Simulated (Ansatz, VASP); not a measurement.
Two plane-wave programs on Se

The input INCAR:

```
PREC = Accurate ; ENCUT = 520
EDIFF = 1E-7 ; ISMEAR = -1
SIGMA = 0.1 ; LREAL = False
LASPH = True ; NELM = 60
ALGO = Normal ; ISIF = 2
LWAVE = False ; LCHARG = False
GGA = PS ; NBANDS = 13
```

Contents of KPOINTS:

```
Automatic mesh
0
Gamma
  14 14 8
```

POSCAR

```
Se
1.0
    2.5546558520      0.0000000000      0.0000000000
   -1.2773279260      2.2123968658      0.0000000000
    0.0000000000      0.0000000000      3.8614923103
Se
2
Direct
    0.3333333333      0.6666666667      0.2500000000
    0.6666666667      0.3333333333      0.7500000000
```

Input for Ansatz:

```yaml
crystal:
  lattice:
    - [2.554655852, 0.0, 0.0]
    - [-1.277327926, 2.2123968658, 0.0]
    - [0.0, 0.0, 3.8614923103]
  atoms:
    - { symbol: Se, position: [0.3333333333, 0.6666666667, 0.25] }
    - { symbol: Se, position: [0.6666666667, 0.3333333333, 0.75] }
kpoints:
  mp_grid: { grid: [14, 14, 8] }
scf:
  occupations: { method: fermi_dirac, width: 0.1 }
hamiltonian:
  xc: pbesol
  pseudopotentials: { kind: paw }
output:
  forces: true
  stress: true
  eigenvalues: true
  populations: true
  write_density: true
  write_potential: true
  elf: true
  volumetric_format: npy
```

Change from the starting cell: volume scaled by 0.52, PAW files.

Alike in both runs: task single point; functional PBEsol; k mesh 14 × 14 × 8; occupations fermi-dirac, width 0.1 eV; no spin polarisation.

|  | VASP | Ansatz |
| --- | --- | --- |
| version | VASP 6.6.1 | Ansatz 0.2.0 |
| potentials or method | VASP PAW PBE potentials, release 64 (Se) | PAW with Ansatz's default frozen-core files, scalar-relativistic |
| plane-wave cutoff (eV) | 520 | 420 |
| valence electrons in the cell | 12 | 32 |

Ansatz gave:

```
pressure (GPa)                                                : 167.5
traceless stress, the component that is largest in VASP (GPa) : 0.09
```

**Question.** What did VASP give for the same quantities?

**Answer.** Pressure (GPa): 170.6; traceless stress, the component that is largest in VASP (GPa): 0.55.

VASP's potentials were made for PBE, not for PBEsol. Both programs put the cell under a high pressure, so it lies far from rest at this level. With one functional, cell and mesh, what is left measures potentials, basis and numerics. VASP's potentials hold 12 valence electrons a cell and Ansatz's 32, so a difference there can come from the potentials and not from the codes.

Noted on VASP's run: the cell as given lies far from equilibrium.
